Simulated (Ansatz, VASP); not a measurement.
## Two plane-wave programs on BiTe

The input INCAR:

```
SYSTEM = BiTe
ALGO = Normal ; EDIFF = 1E-6
ENCUT = 520 ; GGA = PS
ISIF = 2 ; ISMEAR = 0
LASPH = .True. ; LCHARG = .True.
LELF = .True. ; LREAL = .False.
LVHAR = .True. ; LWAVE = .False.
NBANDS = 18 ; NELM = 60
PREC = Accurate ; SIGMA = 0.15
```

The input KPOINTS:

```
k-points
0
Gamma
  14 14 14
  0 0 0
```

The input POSCAR:

```
BiTe
1.0
    0.0000000000      3.2350000000      3.1864750000
    3.2350000000      0.0000000000      3.1864750000
    3.2350000000      3.2350000000      0.0000000000
Bi Te
1 1
Direct
    0.0000000000      0.0000000000      0.0000000000
    0.5000000000      0.5000000000      0.5000000000
```

Input for Ansatz:

```yaml
crystal:
  lattice:
    - [0.0, 3.235, 3.186475]
    - [3.235, 0.0, 3.186475]
    - [3.235, 3.235, 0.0]
  atoms:
    - { symbol: Bi, position: [0.0, 0.0, 0.0] }
    - { symbol: Te, position: [0.5, 0.5, 0.5] }
basis:
  ecutwfc: 420
kpoints:
  mp_grid: { grid: [14, 14, 14] }
hamiltonian:
  xc: pbesol
scf:
  occupations: { method: gaussian, width: 0.15 }
output:
  forces: true
  stress: true
  eigenvalues: true
```

Change from the starting cell: strain +0.000 along x and y, -0.015 along z, atoms carried along.

Alike in both runs: task single point; functional PBEsol; k mesh 14 × 14 × 14; occupations gaussian, width 0.15 eV; no spin polarisation.

|  | VASP | Ansatz |
| --- | --- | --- |
| version | VASP 6.6.1 | Ansatz 0.2.0 |
| potentials or method | VASP PAW PBE potentials, release 64 (Bi_d, Te), cutoff 520 eV | scalar-relativistic, plane waves, PAW |
| valence electrons in the cell | 21 | 31 |

```csv
,VASP,Ansatz,Ansatz less VASP
gap on the k mesh at the Fermi level (eV),none,none,-
pressure (GPa),-1.0,-1.0,+0.02
"traceless stress, the component that is largest in VASP (GPa)",0.89,0.89,-0.001
```

VASP's potentials were made for PBE, not for PBEsol. A gap of «none» marks a metal or a gap that the smearing closes. The functional is the same, so the differences come from potentials, cutoffs and numerics. VASP's potentials hold 21 valence electrons a cell and Ansatz's 31, so a difference there can come from the potentials and not from the codes.

Neither program's run includes spin-orbit coupling.
